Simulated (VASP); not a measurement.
Input of a VASP 6.6.1 run:

File INCAR:

```
SYSTEM = Ge
PREC = Accurate ; ENCUT = 520
EDIFF = 1E-7 ; ISMEAR = 0
SIGMA = 0.01 ; LREAL = .FALSE.
LASPH = .TRUE. ; NELM = 80
ALGO = Normal ; ISIF = 2
LWAVE = .FALSE. ; LCHARG = .FALSE.
GGA = PS ; NBANDS = 36
```

Contents of KPOINTS:

```
regular mesh
0
G
  12 12 6
  0 0 0
```

File POSCAR:

```
Ge
1.0
    3.9986409609      0.0000000000      0.0000000000
   -1.9993204805      3.4629246527      0.0000000000
    0.0000000000      0.0000000000      6.5920608973
Ge
4
Direct
    0.6666666667      0.3333333333      0.0627779679
    0.3333333333      0.6666666667      0.5627779679
    0.6666666667      0.3333333333      0.4372220321
    0.3333333333      0.6666666667      0.9372220321
```

Potentials or basis: VASP PAW PBE potentials, release 64 (Ge_d).

The run is started by

```console
$ cat potpaw_PBE.64/Ge_d/POTCAR > POTCAR
$ mpirun -np 1 vasp_std > vasp.out
```

Question: What does it give for the pressure?

Answer: -0.1 GPa.

Question: Estimate the band gap on the k mesh.

Answer: Zero (bands 28 and 29 overlap by 0.03 eV).

Forces on the atoms (eV/Å):
```
Ge   0.000  0.000  0.003
Ge   0.000  0.000  0.003
Ge   0.000  0.000 -0.003
Ge   0.000  0.000 -0.003
```

Caveat: semilocal functionals underestimate gaps, and a narrow one can read as zero; the PAW data sets were made with another functional, which shifts forces and pressure a little.
